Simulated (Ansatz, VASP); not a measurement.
AlNi in VASP and in Ansatz

```
Al Ni
1.0
     0.00000   -2.86182    0.00000
     0.00000    0.00000   -2.86182
     9.28547   -1.19243   -1.19243
Al Ni
3 3
Direct
  0.96790 0.96790 0.07705
  0.83948 0.83948 0.38526
  0.71106 0.71106 0.69346
  0.14685 0.14685 0.84756
  0.40369 0.40369 0.23115
  0.27527 0.27527 0.53936
```

Alike in both runs: task single point; functional PBEsol; k mesh 15 × 15 × 5; occupations gaussian, width 0.15 eV; no spin polarisation.

|  | VASP | Ansatz |
| --- | --- | --- |
| version | VASP 6.6.1 | Ansatz 0.2.0 |
| potentials or method | VASP PAW PBE potentials, release 64 (Al, Ni), cutoff 520 eV | scalar-relativistic, plane waves, PAW |
| valence electrons in the cell | 39 | 63 |

|  | VASP | Ansatz | Ansatz less VASP |
| --- | --- | --- | --- |
| gap on the k mesh at the Fermi level (eV) | none | none | - |
| pressure (GPa) | -1.1 | -1.2 | -0.13 |
| traceless stress, the component that is largest in VASP (GPa) | 6.70 | 6.72 | +0.018 |
| rms of the force components (eV/Å) | 0.561 | 0.561 | 0.0000 |

VASP's potentials were made for PBE, not for PBEsol, and Ansatz warns of the same on its side. Atom by atom the forces differ by 0.004 eV/Å (rms over components). A gap of «none» marks a metal or a gap that the smearing closes. VASP's potentials hold 39 valence electrons a cell and Ansatz's 63, so a difference there can come from the potentials and not from the codes.
